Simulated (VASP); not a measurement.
Wanted: the native input for a VASP 6.6.1 run.

| Quantity | Value |
| --- | --- |
| Task | relaxation of cell and atoms |
| Functional | LDA |
| Potentials or basis | VASP PAW LDA potentials, release 64 (Zn, S) |
| Cutoff | 600 eV |
| k mesh | 6 × 6 × 4 |
| Occupations | gaussian, width 0.01 eV |
| Spin | no spin polarisation |
| Target pressure | 2 GPa |
| Dipole correction | no |
| Further INCAR settings | ALGO = Normal; EDIFF = 1e-07; IBRION = 2; EDIFFG = -0.002; NSW = 100; ISIF = 3 |

The structure of ZnS lies in POSCAR:

```
ZnS
1.0
    3.7382251180      0.0000000000      0.0000000000
   -1.8691125590      3.2373979173      0.0000000000
    0.0000000000      0.0000000000      6.1430235041
Zn S
2 2
Direct
    0.3333333333      0.6666666667      0.0055916599
    0.6666666667      0.3333333333      0.5055916599
    0.3333333333      0.6666666667      0.3794083401
    0.6666666667      0.3333333333      0.8794083401
```

The input as run:

INCAR

```
SYSTEM = ZnS
  PREC = Accurate
  ENCUT = 600
  EDIFF = 1E-7
  ISMEAR = 0
  SIGMA = 0.01
  LREAL = .FALSE.
  LASPH = .TRUE.
  NELM = 80
  ALGO = Normal
  ISIF = 3
  LWAVE = .FALSE.
  LCHARG = .FALSE.
  IBRION = 2
  NSW = 100
  EDIFFG = -0.002
  PSTRESS = 20.0
```

KPOINTS

```
regular mesh
0
G
  6 6 4
  0 0 0
```

Potentials or basis: VASP PAW LDA potentials, release 64 (Zn, S).

Launch:

```bash
$ cat potpaw_LDA.64/Zn/POTCAR potpaw_LDA.64/S/POTCAR > POTCAR
$ mpirun -np 1 vasp_std > vasp.out
```

Results of the run:

```
Relaxed volume                                         : 18.24 Å³/atom
Relaxed cell                                           : a = 3.714 Å, b = 3.714 Å, c = 6.105 Å, α = 90.00°, β = 90.00°, γ = 120.00°
Space group after relaxing (to 0.05 Å)                 : P6_3mc (No. 186)
Energy change on relaxing (the enthalpy is what falls) : +2.4 meV/atom
Ionic steps                                            : 8
Pressure after relaxing                                : 2.0 GPa
Band gap on the k mesh                                 : 2.31 eV, direct
```

Caveat: the cell is relaxed towards a set pressure, so the enthalpy falls and the energy may rise.

Run time: 2.6 min on 1 thread of Intel(R) Xeon(R) Platinum 8488C (Sapphire Rapids), with other jobs on the host, peak memory 0.19 GiB.
